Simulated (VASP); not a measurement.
Runs of VASP 6.6.1 on NaF. Symmetry: F-43m, No. 216, cubic system. The conventional cell has a = 5.063 Å, b = 5.063 Å, c = 5.063 Å, α = 90.00°, β = 90.00°, γ = 90.00°. Na (site symmetry -43m) has 4 F at 2.19 Å within 2.9 Å. F (site symmetry -43m) has 4 Na at 2.19 Å within 2.9 Å. 

```csv
level,potentials or basis,k mesh,cutoff (eV),grid for exact exchange (PRECFOCK),screening parameter,gap on the mesh (eV),pressure (GPa)
PBEsol,"VASP PAW PBE potentials, release 64 (Na_pv, F)",6 × 6 × 6,600,-,-,5.56,(c)
r2SCAN,"VASP PAW PBE potentials, release 64 (Na_pv, F)",6 × 6 × 6,520,-,-,6.27,(a)
HSE06,"VASP PAW PBE potentials, release 64 (Na_pv, F)",6 × 6 × 6,520,Normal,0.2079 1/Å,7.64,0.9
LDA,"VASP PAW LDA potentials, release 64 (Na_pv, F)",8 × 8 × 8,520,-,-,5.32,-2.2
PBEsol,"VASP PAW PBE potentials, release 64 (Na_pv, F)",6 × 6 × 6,520,-,-,5.56,(b)
```

Alike in all rows: task single point; no spin polarisation; cell as given; smearing gaussian 0.01 eV.

Estimate the missing entries.

(a) -0.3; (b) 0.7; (c) 0.6.

Caveats: the PAW data sets were made with another functional, which shifts forces and pressure a little (some runs).

A k mesh can miss the band edges.
